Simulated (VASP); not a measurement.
# F (Fd-3m) in VASP: notebook

Runs on F. Level: PBEsol. Tasks: single point.

All numbers are computed with VASP 6.6.1; they aren't measurements. Logs are shortened: lines on timing, memory, paths and dates and some standing lists are left out, and cuts for length are marked.

## Step 1: The cell of the first run

It takes space group Fd-3m (No. 227, cubic). The conventional cell has a = 3.609 Å, b = 3.609 Å, c = 3.609 Å, α = 90.00°, β = 90.00°, γ = 90.00°. F (site symmetry -43m) has 4 F at 1.56 Å within 2.1 Å.

## Step 2: Single point, PBEsol (5.88 Å³/atom)

Contents of POSCAR:

```
F
1.0
    0.0000000000      1.8047147453      1.8047147453
    1.8047147453      0.0000000000      1.8047147453
    1.8047147453      1.8047147453      0.0000000000
F
2
Direct
   -0.1250000000     -0.1250000000     -0.1250000000
    0.1250000000      0.1250000000      0.1250000000
```

Contents of INCAR.step1:

```
ALGO     = Normal         # electronic algorithm
EDIFF    = 1E-6           # SCF threshold, eV
ENCUT    = 520            # plane-wave cutoff, eV
GGA      = PS             # functional
ISIF     = 2              # what is computed and relaxed
ISMEAR   = -1             # smearing method
LASPH    = True           # aspherical terms in the spheres
LCHARG   = True           # write CHGCAR
LREAL    = False          # projectors in reciprocal space
LWAVE    = False          # write WAVECAR
NBANDS   = 14             # bands
NELM     = 80             # most SCF steps
PREC     = Accurate       # precision mode
SIGMA    = 0.08           # smearing width, eV
```

Contents of KPOINTS.step1:

```
k-points
0
Gamma
  14 14 14
```

Contents of INCAR.step2:

```
ALGO     = Normal         # electronic algorithm
EDIFF    = 1E-6           # SCF threshold, eV
ENCUT    = 520            # plane-wave cutoff, eV
GGA      = PS             # functional
ICHARG   = 11             # starting density
ISIF     = 2              # what is computed and relaxed
ISMEAR   = -5             # smearing method
LASPH    = True           # aspherical terms in the spheres
LCHARG   = False          # write CHGCAR
LORBIT   = 11             # projections on sites
LREAL    = False          # projectors in reciprocal space
LWAVE    = False          # write WAVECAR
NEDOS    = 1001           # points of the DOS
NELM     = 80             # most SCF steps
PREC     = Accurate       # precision mode
SIGMA    = 0.08           # smearing width, eV
```

Contents of KPOINTS.step2:

```
k-points
0
Gamma
  21 21 21
```

Potentials or basis: VASP PAW PBE potentials, release 64 (F).

Started as:

```
> cat potpaw_PBE.64/F/POTCAR > POTCAR
> cp INCAR.step1 INCAR
> cp KPOINTS.step1 KPOINTS
> mpirun -np 1 vasp_std > vasp.out
> cp INCAR.step2 INCAR
> cp KPOINTS.step2 KPOINTS
> mpirun -np 1 vasp_std > vasp.out
```

OUTCAR:

```text
EDIFF = 1E-6
   ENCUT = 520
   GGA = PS
   ICHARG = 11
   ISIF = 2
   ISMEAR = -5
   LASPH = True
   LORBIT = 11
   LREAL = False
   NELM = 80
   PREC = Accurate

 ion  position               nearest neighbor table
   1  0.875  0.875  0.875-   2 1.56   2 1.56   2 1.56   2 1.56
   2  0.125  0.125  0.125-   1 1.56   1 1.56   1 1.56   1 1.56

  LATTYP: Found a face centered cubic cell.
 ALAT       =     3.6094294906

  Lattice vectors:

 A1 = (   0.0000000000,   1.8047147453,   1.8047147453)
 A2 = (   1.8047147453,   0.0000000000,   1.8047147453)
 A3 = (   1.8047147453,   1.8047147453,   0.0000000000)

Analysis of symmetry for initial positions (statically):
=====================================================================
 Subroutine PRICEL returns:
 Original cell was already a primitive cell.

 Routine SETGRP: Setting up the symmetry group for a
 face centered cubic supercell.

 Subroutine GETGRP returns: Found 48 space group operations
 (whereof 12 operations were pure point group operations)
 out of a pool of 48 trial point group operations.

The static configuration has the point symmetry D_3d.
 The point group associated with its full space group is O_h .

Analysis of symmetry for dynamics (positions and initial velocities):
=====================================================================
 Subroutine PRICEL returns:
 Original cell was already a primitive cell.

 Routine SETGRP: Setting up the symmetry group for a
 face centered cubic supercell.

 Subroutine GETGRP returns: Found 48 space group operations
 (whereof 12 operations were pure point group operations)
 out of a pool of 48 trial point group operations.

The dynamic configuration has the point symmetry D_3d.
 The point group associated with its full space group is O_h .

 Subroutine INISYM returns: Found 48 space group operations
 (whereof 12 operations are pure point group operations),
 and found     1 'primitive' translations

----------------------------------------------------------------------------------------

                                     Primitive cell

  volume of cell :      11.7559

  direct lattice vectors                    reciprocal lattice vectors
     0.000000000  1.804714745  1.804714745    -0.277052094  0.277052094  0.277052094
     1.804714745  0.000000000  1.804714745     0.277052094 -0.277052094  0.277052094
     1.804714745  1.804714745  0.000000000     0.277052094  0.277052094 -0.277052094

  length of vectors
     2.552252069  2.552252069  2.552252069     0.479868304  0.479868304  0.479868304

[... 99 lines left out ...]
   IALGO  =     38    algorithm
   IMIX   =      4    mixing-type and parameters
     AMIX     =   0.40;   BMIX     =  1.00
     AMIX_MAG =   1.60;   BMIX_MAG =  1.00
  volume/ion in A,a.u.               =       5.88        39.67
  Fermi-wavevector in a.u.,A,eV,Ry     =   1.735264  3.279174 40.969073  3.011142
  Thomas-Fermi vector in A             =   2.808903
   LORBIT       =     11    0 simple, 1 ext, 2 COOP (PROOUT), +10 PAW based schemes
   GGA     = PS    functional components
   LHFCALC =     F    Hartree Fock is set to
   AEXX    =    0.0000 exact exchange contribution
   IVDW    =     0    specifies the selected vdW correction
   LEPSILON=     F    determine dielectric tensor
   LRPA    =     F    only Hartree local field effects (RPA)
 non-spin polarized calculation
 Fermi weights with tetrahedron method with Bloechl corrections
  energy-cutoff  :      520.00
  volume of cell :       11.76
 maximum number of plane-waves:       331

 number of electron      13.9999982 magnetization

 Free energy of the ion-electron system (eV)
  ---------------------------------------------------
  ext. energy  EPLUGINS =         0.00000000
  ---------------------------------------------------
  free energy    TOTEN  =         4.45064496 eV

  energy without entropy =        4.45064496  energy(sigma->0) =        4.45064496

 E-fermi :   6.6324     XC(G=0): -13.3621

 val. band max:        6.6269313485   @ k =  -0.2857   0.1905   0.0476
 cond. band min:       6.6259044529   @ k =  -0.2381   0.2381   0.0952
 fundamental gap:     -0.0010268956
 Fermi energy:         6.6324286372

 k-point     1 :       0.0000    0.0000    0.0000
  band No.  band energies     occupation
      1     -25.5954      2.00000
      2     -10.9066      2.00000
      3      -1.4681      2.00000
      4      -1.4681      2.00000
      5      -1.4681      2.00000
      6       3.4657      2.00000
      7       3.4657      2.00000
      8       3.4657      2.00000
      9      17.3918      0.00000
     10      36.1117      0.00000
     11      36.1342      0.00000
[... 309 lines left out ...]
 k-point    24 :      -0.3810    0.0476    0.0000
  band No.  band energies     occupation
      1     -22.9729      2.00000
      2     -15.9991      2.00000
      3      -3.6640      2.00000
      4      -2.8865      2.00000
      5      -2.1266      2.00000
      6       5.1594      2.00000
      7       5.2178      2.00000
      8       6.6802      0.62899
      9      21.3042      0.00000
     10      26.5347      0.00000
     11      30.9289      0.00000

 [... further k-points ...]

------------------------ aborting loop because EDIFF is reached ----------------------------------------

  FORCE on cell =-STRESS in cart. coord.  units (eV):
  Direction    XX          YY          ZZ          XY          YZ          ZX
  --------------------------------------------------------------------------------------
  -------------------------------------------------------------------------------------
  Total       21.7476188     21.7476188     21.7476188      0.0000000      0.0000000      0.0000000
  in kB     2963.9208284   2963.9208284   2963.9208284      0.0000000      0.0000000      0.0000000
  external PRESSURE =    2963.9208284 kB  Pullay stress =       0.0000000 kB

 VOLUME and BASIS-vectors are now :
 -----------------------------------------------------------------------------
  energy-cutoff  :      520.00
  volume of cell :       11.76
      direct lattice vectors                 reciprocal lattice vectors
     0.000000000  1.804714745  1.804714745    -0.277052094  0.277052094  0.277052094
     1.804714745  0.000000000  1.804714745     0.277052094 -0.277052094  0.277052094
     1.804714745  1.804714745  0.000000000     0.277052094  0.277052094 -0.277052094

 POSITION                                       TOTAL-FORCE (eV/Angst)
 -----------------------------------------------------------------------------------
      3.15825      3.15825      3.15825        -0.000000     -0.000000     -0.000000
      0.45118      0.45118      0.45118         0.000000      0.000000      0.000000
 -----------------------------------------------------------------------------------
    total drift:                                0.000000      0.000000     -0.000000

  FREE ENERGIE OF THE ION-ELECTRON SYSTEM (eV)
  ---------------------------------------------------
  free  energy   TOTEN  =         4.4506449561 eV

  energy  without entropy=        4.4506449561  energy(sigma->0) =        4.45064496

 total charge

# of ion       s       p       d       tot
------------------------------------------
    1        1.848   4.183   0.000   6.031
    2        1.848   4.183   0.000   6.031
--------------------------------------------------
tot          3.697   8.366   0.000  12.062
```

OSZICAR.step1:

```text
N       E                     dE             d eps       ncg     rms          rms(c)
DAV:   1     0.708683370981E+02    0.70868E+02   -0.91547E+03  3040   0.106E+03
DAV:   2     0.546470437740E+01   -0.65404E+02   -0.62327E+02  3542   0.256E+02
DAV:   3     0.421602207518E+01   -0.12487E+01   -0.12466E+01  3740   0.321E+01
DAV:   4     0.421381316881E+01   -0.22089E-02   -0.22089E-02  3482   0.156E+00
DAV:   5     0.421380843465E+01   -0.47342E-05   -0.47344E-05  3716   0.616E-02    0.359E+00
DAV:   6     0.441593974786E+01    0.20213E+00   -0.24884E-01  3230   0.564E+00    0.131E+00
DAV:   7     0.443399586179E+01    0.18056E-01   -0.62579E-02  3674   0.284E+00    0.369E-01
DAV:   8     0.443317077841E+01   -0.82508E-03   -0.61615E-04  3248   0.266E-01    0.392E-02
DAV:   9     0.443317701802E+01    0.62396E-05   -0.31392E-05  3902   0.669E-02    0.814E-03
DAV:  10     0.443317303502E+01   -0.39830E-05   -0.34016E-06  3458   0.170E-02    0.327E-03
DAV:  11     0.443317295188E+01   -0.83144E-07   -0.27457E-07  2806   0.660E-03
   1 F= 0.44331730E+01 E0= 0.44508163E+01  d E =-.352867E-01
```

Run time: 45 s. Hardware: 1 thread of Intel Xeon 8259CL, shared host; peak memory 0.14 GiB.

Results:

```yaml
Valence_electrons_inside_the_program's_atomic_spheres: F 6.03
```

Caveat: the PAW data sets were made with another functional, which shifts forces and pressure a little; tetrahedron occupations give inexact forces and stress in metals.

## Step 3: Single point, PBEsol (12.03 Å³/atom)

This run uses another cell than the first one, of 12.03 Å³/atom.

Contents of POSCAR:

```
F
1.0
    0.0000000000      2.2912895387      2.2912895387
    2.2912895387      0.0000000000      2.2912895387
    2.2912895387      2.2912895387      0.0000000000
F
2
Direct
   -0.1250000000     -0.1250000000     -0.1250000000
    0.1250000000      0.1250000000      0.1250000000
```

Contents of INCAR.step1:

```
SYSTEM = F
ALGO = Normal
EDIFF = 1E-6
ENCUT = 520
GGA = PS
ISIF = 2
ISMEAR = -1
LASPH = .True.
LCHARG = .True.
LREAL = .False.
LWAVE = .False.
NBANDS = 14
NELM = 80
PREC = Accurate
SIGMA = 0.08
```

Contents of KPOINTS.step1:

```
k-points
0
Gamma
  14 14 14
  0 0 0
```

Contents of INCAR.step2:

```
SYSTEM = F
ALGO = Normal
EDIFF = 1E-6
ENCUT = 520
GGA = PS
ICHARG = 11
ISIF = 2
ISMEAR = -5
LASPH = .True.
LCHARG = .False.
LORBIT = 10
LREAL = .False.
LWAVE = .False.
NEDOS = 1001
NELM = 80
PREC = Accurate
SIGMA = 0.08
```

Contents of KPOINTS.step2:

```
k-points
0
Gamma
  21 21 21
  0 0 0
```

Potentials or basis: VASP PAW PBE potentials, release 64 (F).

Started as:

```
> cat potpaw_PBE.64/F/POTCAR > POTCAR
> cp INCAR.step1 INCAR
> cp KPOINTS.step1 KPOINTS
> mpirun -np 1 vasp_std > vasp.out
> cp INCAR.step2 INCAR
> cp KPOINTS.step2 KPOINTS
> mpirun -np 1 vasp_std > vasp.out
```

Wall time 58 s (1 thread of Intel Xeon 8259CL, shared host); peak memory 0.17 GiB.

Results (log left out):

```yaml
Valence_electrons_inside_the_program's_atomic_spheres: F 5.78
```

Levels at points of the mesh, in eV from the Fermi level:
| k point | band 4 | band 5 | band 6 | band 7 | band 8 | band 9 | band 10 | band 11 |
| --- | --- | --- | --- | --- | --- | --- | --- | --- |
| (0.00, 0.00, 0.00) | -3.26 | -3.26 | -0.99 | -0.99 | -0.99 | 10.06 | 25.25 | 25.25 |

Caveat: the PAW data sets were made with another functional, which shifts forces and pressure a little; tetrahedron occupations give inexact forces and stress in metals.

## Step 4: Single point, PBEsol

This run uses another cell than the first one, of 13.67 Å³/atom.

Contents of POSCAR:

```
F
1.0
    0.0000000000      2.3910339806      2.3910339806
    2.3910339806      0.0000000000      2.3910339806
    2.3910339806      2.3910339806      0.0000000000
F
2
Direct
   -0.1250000000     -0.1250000000     -0.1250000000
    0.1250000000      0.1250000000      0.1250000000
```

Contents of INCAR.step1:

```
SYSTEM = F
  PREC = Accurate
  ENCUT = 520
  EDIFF = 1E-7
  ISMEAR = -1
  SIGMA = 0.08
  LREAL = .FALSE.
  LASPH = .TRUE.
  NELM = 80
  ALGO = Normal
  ISIF = 2
  LWAVE = .FALSE.
  LCHARG = .TRUE.
  GGA = PS
  NBANDS = 14
```

Contents of KPOINTS.step1:

```
regular mesh
0
G
  14 14 14
  0 0 0
```

Contents of INCAR.step2:

```
SYSTEM = F
  PREC = Accurate
  ENCUT = 520
  EDIFF = 1E-7
  ISMEAR = -5
  SIGMA = 0.08
  LREAL = .FALSE.
  LASPH = .TRUE.
  NELM = 80
  ALGO = Normal
  ISIF = 2
  LWAVE = .FALSE.
  LCHARG = .FALSE.
  GGA = PS
  LORBIT = 10
  NBANDS = 14
  NEDOS = 1001
  ICHARG = 11
```

Contents of KPOINTS.step2:

```
regular mesh
0
G
  21 21 21
  0 0 0
```

Started as:

```
> cat potpaw_PBE.64/F/POTCAR > POTCAR
> cp INCAR.step1 INCAR
> cp KPOINTS.step1 KPOINTS
> mpirun -np 1 vasp_std > vasp.out
> cp INCAR.step2 INCAR
> cp KPOINTS.step2 KPOINTS
> mpirun -np 1 vasp_std > vasp.out
```

Wall time 2.7 min (1 thread of Intel Xeon 8259CL, shared host); peak memory 0.2 GiB.

Results (log left out):

- Valence electrons inside the program's atomic spheres: F 5.76

Levels at points of the mesh, in eV from the Fermi level:
```tsv
k point	band 5	band 6	band 7	band 8	band 9	band 10
(0.00, 0.00, 0.00)	-2.73	-0.79	-0.79	-0.79	9.99	24.48
```

Caveat: the PAW data sets were made with another functional, which shifts forces and pressure a little; tetrahedron occupations give inexact forces and stress in metals.
